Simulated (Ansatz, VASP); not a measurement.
**AlAs: VASP beside Ansatz**

```
Al As
1.0
     0.00000    2.83040    2.83040
     2.83040    0.00000    2.83040
     2.83040    2.83040    0.00000
Al As
1 1
Direct
  0.00000 0.00000 0.00000
  0.25000 0.25000 0.25000
```

Alike in both runs: task single point; functional LDA; k mesh 6 × 6 × 6; no spin polarisation.

|  | VASP | Ansatz |
| --- | --- | --- |
| version | VASP 6.6.1 | Ansatz 0.2.0 |
| potentials or method | VASP PAW LDA potentials, release 64 (Al, As), cutoff 500 eV | plane waves, PAW |
| occupations | gaussian, width 0.01 eV | fixed |
| valence electrons in the cell | 8 | 18 |

Ansatz gave:

```
pressure (GPa) : -1.2
```

Task: Which values does VASP return?

Result: Pressure (GPa): -0.9.

LDA's correlation is that of Perdew and Zunger in VASP and of Perdew and Wang (1992) in Ansatz. VASP's potentials hold 8 valence electrons a cell and Ansatz's 18, so a difference there can come from the potentials and not from the codes. Ansatz's warnings: stress scf threshold loose.
